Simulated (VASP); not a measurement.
A run of VASP 6.6.1 is set up as follows.

File INCAR:

```
PREC = Accurate
ENCUT = 520
EDIFF = 1E-7
ISMEAR = 0
SIGMA = 0.1
LREAL = False
LASPH = True
NELM = 100
ALGO = Normal
ISIF = 2
LWAVE = False
LCHARG = False
GGA = PS
NBANDS = 14
```

File KPOINTS:

```
Automatic mesh
0
Gamma
  18 18 6
```

Contents of POSCAR:

```
Al
1.0
    2.8606372488      0.0000000000      0.0000000000
   -1.4303186244      2.4773845285      0.0000000000
    0.0000000000      0.0000000000      9.4044874171
Al
4
Direct
    0.0000000000      0.0000000000      0.0000000000
    0.3333333333      0.6666666667      0.2500000000
    0.0000000000      0.0000000000      0.5000000000
    0.6666666667      0.3333333333      0.7500000000
```

Potentials or basis: VASP PAW PBE potentials, release 64 (Al).

Launch:

```console
$ cat potpaw_PBE.64/Al/POTCAR > POTCAR
$ mpirun -np 1 vasp_std > vasp.out
```

Estimate the pressure.

-1.9 GPa.

Predict the band gap on the k mesh.

zero (bands 6 and 7 overlap by 5.36 eV).

Caveat: the PAW data sets were made with another functional, which shifts forces and pressure a little.
